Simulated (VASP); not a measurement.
# CsI (Pm-3m) in VASP: a series of runs

The runs below take CsI through elastic constants, with PBEsol.

All numbers are computed with VASP 6.6.1; they aren't measurements. Logs are shortened: lines on timing, memory, paths and dates and some standing lists are left out, and cuts for length are marked.

## (1) The cell of the first run

The structure is cubic, space group Pm-3m (No. 221). The conventional cell has a = 3.857 Å, b = 3.857 Å, c = 3.857 Å, α = 90.00°, β = 90.00°, γ = 90.00°. Cs (site symmetry m-3m) has 8 I at 3.34 Å and 6 Cs at 3.86 Å within 4.4 Å. Within 4.4 Å of I (site symmetry m-3m) lie 8 Cs at 3.34 Å and 6 I at 3.86 Å.

## (2) Elastic constants, PBEsol

INCAR

```
SYSTEM = CsI
ALGO = Normal ; EDIFF = 1E-8
ENCUT = 500 ; GGA = PS
GGA_COMPAT = .False. ; IBRION = 6
ISIF = 3 ; ISMEAR = 0
LASPH = .True. ; LCHARG = .False.
LREAL = .False. ; LWAVE = .False.
NBANDS = 15 ; NELM = 120
NFREE = 2 ; NSW = 1
POTIM = 0.015 ; PREC = Accurate
SIGMA = 0.01
```

KPOINTS

```
k-points
0
Gamma
  6 6 6
  0 0 0
```

POSCAR

```
CsI
1.0
    3.8570040818      0.0000000000      0.0000000000
    0.0000000000      3.8570040818      0.0000000000
    0.0000000000      0.0000000000      3.8570040818
Cs I
1 1
Direct
    0.0000000000      0.0000000000      0.0000000000
    0.5000000000      0.5000000000      0.5000000000
```

Potentials or basis: VASP PAW PBE potentials, release 64 (Cs_sv, I).

Started as:

```sh
$ cat potpaw_PBE.64/Cs_sv/POTCAR potpaw_PBE.64/I/POTCAR > POTCAR
$ mpirun -np 1 vasp_std > vasp.out
```

OUTCAR:

```text
SYSTEM = CsI
   EDIFF = 1E-8
   ENCUT = 500
   GGA = PS
   IBRION = 6
   ISIF = 3
   ISMEAR = 0
   LASPH = .True.
   LREAL = .False.
   NELM = 120
   NFREE = 2
   NSW = 1
   POTIM = 0.015
   PREC = Accurate

 ion  position               nearest neighbor table
   1  0.000  0.000  0.000-   2 3.34   2 3.34   2 3.34   2 3.34   2 3.34   2 3.34   2 3.34   2 3.34

   2  0.500  0.500  0.500-   1 3.34   1 3.34   1 3.34   1 3.34   1 3.34   1 3.34   1 3.34   1 3.34

  LATTYP: Found a simple cubic cell.
 ALAT       =     3.8570040818

  Lattice vectors:

 A1 = (   3.8570040818,   0.0000000000,   0.0000000000)
 A2 = (   0.0000000000,   3.8570040818,   0.0000000000)
 A3 = (   0.0000000000,   0.0000000000,   3.8570040818)

Analysis of symmetry for initial positions (statically):
=====================================================================
 Subroutine PRICEL returns:
 Original cell was already a primitive cell.

 Routine SETGRP: Setting up the symmetry group for a
 simple cubic supercell.

 Subroutine GETGRP returns: Found 48 space group operations
 (whereof 48 operations were pure point group operations)
 out of a pool of 48 trial point group operations.

The static configuration has the point symmetry O_h .

Analysis of symmetry for dynamics (positions and initial velocities):
=====================================================================
 Subroutine PRICEL returns:
 Original cell was already a primitive cell.

 Routine SETGRP: Setting up the symmetry group for a
 simple cubic supercell.

 Subroutine GETGRP returns: Found 48 space group operations
 (whereof 48 operations were pure point group operations)
 out of a pool of 48 trial point group operations.

The dynamic configuration has the point symmetry O_h .

 Subroutine INISYM returns: Found 48 space group operations
 (whereof 48 operations are pure point group operations),
[... 760 lines left out ...]
      6       3.5177      2.00000
      7       4.6696      2.00000
      8       4.7804      2.00000
      9       8.4216      0.00000
     10       9.3368      0.00000
     11      11.6807      0.00000
     12      12.3604      0.00000
     13      14.1715      0.00000
     14      14.8760      0.00000
     15      15.5335      0.00000

 [... further k-points ...]

------------------------ aborting loop because EDIFF is reached ----------------------------------------

  FORCE on cell =-STRESS in cart. coord.  units (eV):
  Direction    XX          YY          ZZ          XY          YZ          ZX
  --------------------------------------------------------------------------------------
  -------------------------------------------------------------------------------------
  Total        7.3377062      7.3405188      7.3405188      0.0000000      0.0000000      0.0000000
  in kB      204.8899263    204.9684632    204.9684632      0.0000000      0.0000000      0.0000000
  external PRESSURE =     204.9422842 kB  Pullay stress =       0.0000000 kB
[... 17 lines left out ...]
  FREE ENERGIE OF THE ION-ELECTRON SYSTEM (eV)
  ---------------------------------------------------
  free  energy   TOTEN  =        -4.3985763850 eV

  energy  without entropy=       -4.3985763850  energy(sigma->0) =       -4.39857638

 INTERNAL STRAIN TENSORS FROM STRAINED CELLS
 ============================================

 INTERNAL STRAIN TENSOR FOR ION    1 for displacements in x,y,z  (eV/Angst):
          X           Y           Z          XY          YZ          ZX
  --------------------------------------------------------------------------------
  x     0.00000     0.00000     0.00000     0.00000     0.00000    -0.00000
  y     0.00000     0.00000     0.00000    -0.00000     0.00000     0.00000
  z     0.00000     0.00000     0.00000     0.00000     0.00000     0.00000

 INTERNAL STRAIN TENSORS FROM DISPLACED ATOMS
 ============================================

 INTERNAL STRAIN TENSOR FOR ION    1 for displacements in x,y,z  (eV/Angst):
          X           Y           Z          XY          YZ          ZX
  --------------------------------------------------------------------------------
  x     0.00000     0.00000     0.00000     0.00000     0.00000     0.00000
  y     0.00000     0.00000     0.00000     0.00000     0.00000     0.00000
  z     0.00000     0.00000     0.00000     0.00000     0.00000     0.00000

 INTERNAL STRAIN TENSOR FOR ION    2 for displacements in x,y,z  (eV/Angst):
          X           Y           Z          XY          YZ          ZX
  --------------------------------------------------------------------------------
  x     0.00000     0.00000     0.00000     0.00000     0.00000     0.00000
  y     0.00000     0.00000     0.00000     0.00000     0.00000     0.00000
  z     0.00000     0.00000     0.00000     0.00000     0.00000     0.00000

 Eigenvectors and eigenvalues of the dynamical matrix
 ----------------------------------------------------

   1 f  =    4.644650 THz    29.183199 2PiTHz  154.928858 cm-1    19.208722 meV
             X         Y         Z           dx          dy          dz
      0.000000  0.000000  0.000000    -0.698761    0.000000   -0.000000
      1.928502  1.928502  1.928502     0.715355   -0.000000   -0.000000
[... 21 lines left out ...]
   6 f/i=    0.000900 THz     0.005658 2PiTHz    0.030037 cm-1     0.003724 meV
             X         Y         Z           dx          dy          dz
      0.000000  0.000000  0.000000     0.714996    0.006797   -0.021641
      1.928502  1.928502  1.928502     0.698409    0.006639   -0.021139

--------------------------------------------------------------------------------------------------------

 ELASTIC MODULI CONTR FROM IONIC RELAXATION (kBar)
 Direction    XX          YY          ZZ          XY          YZ          ZX
 --------------------------------------------------------------------------------
 XX           0.0000      0.0000      0.0000      0.0000      0.0000      0.0000
 YY           0.0000      0.0000      0.0000      0.0000      0.0000      0.0000
 ZZ           0.0000      0.0000      0.0000      0.0000      0.0000      0.0000
 XY           0.0000      0.0000      0.0000      0.0000      0.0000      0.0000
 YZ           0.0000      0.0000      0.0000      0.0000      0.0000      0.0000
 ZX           0.0000      0.0000      0.0000      0.0000      0.0000      0.0000
 --------------------------------------------------------------------------------

 TOTAL ELASTIC MODULI (kBar)
 Direction    XX          YY          ZZ          XY          YZ          ZX
 --------------------------------------------------------------------------------
 XX         894.2026    671.8102    671.8102      0.0000     -0.0000     -0.0000
 YY         671.8102    894.2026    671.8102      0.0000      0.0000     -0.0000
 ZZ         671.8102    671.8102    894.2026      0.0000     -0.0000     -0.0000
 XY           0.0000      0.0000      0.0000    709.6255      0.0000      0.0000
 YZ          -0.0000      0.0000     -0.0000      0.0000    709.6255      0.0000
 ZX          -0.0000     -0.0000     -0.0000      0.0000      0.0000    709.6255
 --------------------------------------------------------------------------------
```

Run time: 4.5 min. Hardware: 1 thread of Oxide Virtual Turin-like, shared host; peak memory 0.22 GiB.

Results:

```yaml
Elastic_constants_C11_C12_C44: 89, 67, 71 GPa
Voigt_bulk_modulus: 75 GPa
Highest_phonon_frequency_at_Γ_LO-TO_splitting_left_out: 155 cm⁻¹
```

Phonon frequencies in cm⁻¹ (negative: imaginary):
| q point | frequencies |
| --- | --- |
| (0.000, 0.000, 0.000) | 0 0 0 155 155 155 |

Elastic tensor in Voigt notation (GPa, in the Cartesian axes of the cell as first typed):
```
89 67 67  0  0  0
67 89 67  0  0  0
67 67 89  0  0  0
 0  0  0 71  0  0
 0  0  0  0 71  0
 0  0  0  0  0 71
```

Clamped-ion elastic tensor (GPa):
```
89 67 67  0  0  0
67 89 67  0  0  0
67 67 89  0  0  0
 0  0  0 71  0  0
 0  0  0  0 71  0
 0  0  0  0  0 71
```

Caveat: the cell is under stress, which shifts elastic constants; the PAW data sets were made with another functional, which shifts forces and pressure a little; spin-orbit coupling is left out, which moves the levels of the heavy elements.

## (3) Elastic constants, PBEsol

This run uses another cell than the first one, of 45.66 Å³/atom.

INCAR

```
ALGO = Normal
EDIFF = 1E-8
ENCUT = 500
GGA = PS
GGA_COMPAT = False
IBRION = 6
ISIF = 3
ISMEAR = 0
LASPH = True
LCHARG = False
LREAL = False
LWAVE = False
NBANDS = 15
NELM = 120
NFREE = 2
NSW = 1
POTIM = 0.015
PREC = Accurate
SIGMA = 0.01
```

KPOINTS

```
k-points
0
Gamma
  6 6 6
```

POSCAR

```
CsI
1.0
    4.5031935822      0.0000000000      0.0000000000
    0.0000000000      4.5031935822      0.0000000000
    0.0000000000      0.0000000000      4.5031935822
Cs I
1 1
Direct
    0.0000000000      0.0000000000      0.0000000000
    0.5000000000      0.5000000000      0.5000000000
```

Potentials or basis: VASP PAW PBE potentials, release 64 (Cs_sv, I).

Started as:

```sh
$ cat potpaw_PBE.64/Cs_sv/POTCAR potpaw_PBE.64/I/POTCAR > POTCAR
$ mpirun -np 1 vasp_std > vasp.out
```

OUTCAR:

```text
EDIFF = 1E-8
   ENCUT = 500
   GGA = PS
   IBRION = 6
   ISIF = 3
   ISMEAR = 0
   LASPH = True
   LREAL = False
   NELM = 120
   NFREE = 2
   NSW = 1
   POTIM = 0.015
   PREC = Accurate

 ion  position               nearest neighbor table
   1  0.000  0.000  0.000-
   2  0.500  0.500  0.500-

  LATTYP: Found a simple cubic cell.
 ALAT       =     4.5031935822

  Lattice vectors:

 A1 = (   4.5031935822,   0.0000000000,   0.0000000000)
 A2 = (   0.0000000000,   4.5031935822,   0.0000000000)
 A3 = (   0.0000000000,   0.0000000000,   4.5031935822)

Analysis of symmetry for initial positions (statically):
[... 850 lines left out ...]
  --------------------------------------------------------------------------------
  x     0.00000     0.00000     0.00000     0.00000     0.00000     0.00000
  y     0.00000     0.00000     0.00000     0.00000     0.00000     0.00000
  z     0.00000     0.00000     0.00000     0.00000     0.00000     0.00000

 INTERNAL STRAIN TENSOR FOR ION    2 for displacements in x,y,z  (eV/Angst):
          X           Y           Z          XY          YZ          ZX
  --------------------------------------------------------------------------------
  x     0.00000     0.00000     0.00000     0.00000     0.00000     0.00000
  y     0.00000     0.00000     0.00000     0.00000     0.00000     0.00000
  z     0.00000     0.00000     0.00000     0.00000     0.00000     0.00000

 Eigenvectors and eigenvalues of the dynamical matrix
 ----------------------------------------------------

   1 f  =    1.779259 THz    11.179414 2PiTHz   59.349692 cm-1     7.358421 meV
             X         Y         Z           dx          dy          dz
      0.000000  0.000000  0.000000    -0.000000    0.697671    0.000000
      2.251597  2.251597  2.251597    -0.000000   -0.716418    0.000000
[... 21 lines left out ...]
   6 f/i=    0.003053 THz     0.019183 2PiTHz    0.101841 cm-1     0.012627 meV
             X         Y         Z           dx          dy          dz
      0.000000  0.000000  0.000000     0.716418    0.000000    0.000000
      2.251597  2.251597  2.251597     0.697671    0.000000    0.000000

--------------------------------------------------------------------------------------------------------

 ELASTIC MODULI CONTR FROM IONIC RELAXATION (kBar)
 Direction    XX          YY          ZZ          XY          YZ          ZX
 --------------------------------------------------------------------------------
 XX           0.0000      0.0000      0.0000      0.0000      0.0000      0.0000
 YY           0.0000      0.0000      0.0000      0.0000      0.0000      0.0000
 ZZ           0.0000      0.0000      0.0000      0.0000      0.0000      0.0000
 XY           0.0000      0.0000      0.0000      0.0000      0.0000      0.0000
 YZ           0.0000      0.0000      0.0000      0.0000      0.0000      0.0000
 ZX           0.0000      0.0000      0.0000      0.0000      0.0000      0.0000
 --------------------------------------------------------------------------------

 TOTAL ELASTIC MODULI (kBar)
 Direction    XX          YY          ZZ          XY          YZ          ZX
 --------------------------------------------------------------------------------
 XX         253.1274     70.7235     70.7235     -0.0000     -0.0000     -0.0000
 YY          70.7235    253.1274     70.7235     -0.0000     -0.0000      0.0000
 ZZ          70.7235     70.7235    253.1274      0.0000     -0.0000      0.0000
 XY          -0.0000     -0.0000      0.0000     75.0095      0.0000      0.0000
 YZ          -0.0000     -0.0000     -0.0000      0.0000     75.0095      0.0000
 ZX          -0.0000      0.0000      0.0000      0.0000      0.0000     75.0095
 --------------------------------------------------------------------------------
```

OSZICAR:

```text
N       E                     dE             d eps       ncg     rms          rms(c)
DAV:   1     0.830681382806E+02    0.83068E+02   -0.61438E+03   600   0.864E+02
DAV:   2     0.108372500812E+01   -0.81984E+02   -0.75769E+02   859   0.137E+02
DAV:   3    -0.581273326796E+01   -0.68965E+01   -0.68722E+01   761   0.444E+01
[... 217 lines left out ...]
DAV:   4    -0.577436859369E+01    0.94442E-05   -0.58303E-05  1550   0.398E-02    0.102E-02
DAV:   5    -0.577437003237E+01   -0.14387E-05   -0.98403E-06  1403   0.124E-02    0.462E-03
DAV:   6    -0.577437027445E+01   -0.24208E-06   -0.70641E-07  1508   0.523E-03    0.209E-03
DAV:   7    -0.577437035621E+01   -0.81761E-07   -0.19836E-07  1494   0.244E-03    0.946E-04
DAV:   8    -0.577437036452E+01   -0.83077E-08   -0.14315E-08  1466   0.674E-04
  17 F= -.57743704E+01 E0= -.57743704E+01  d E =-.154266E-18
```

It took 8.7 min on 1 thread of Oxide Virtual Turin-like, shared host; peak memory 0.3 GiB.

What came out:

- Elastic constants C11, C12, C44: 25, 7, 8 GPa
- Voigt bulk modulus: 13 GPa
- Highest phonon frequency at Γ, LO-TO splitting left out: 59 cm⁻¹

Phonon frequencies in cm⁻¹ (negative: imaginary):
```csv
q point,frequencies
"(0.000, 0.000, 0.000)",0 0 0 59 59 59
```

Elastic tensor in Voigt notation (GPa, in the Cartesian axes of the cell as first typed):
```
25  7  7  0  0  0
 7 25  7  0  0  0
 7  7 25  0  0  0
 0  0  0  8  0  0
 0  0  0  0  8  0
 0  0  0  0  0  8
```

Clamped-ion elastic tensor (GPa):
```
25  7  7  0  0  0
 7 25  7  0  0  0
 7  7 25  0  0  0
 0  0  0  8  0  0
 0  0  0  0  8  0
 0  0  0  0  0  8
```

Caveat: the PAW data sets were made with another functional, which shifts forces and pressure a little; spin-orbit coupling is left out, which moves the levels of the heavy elements.
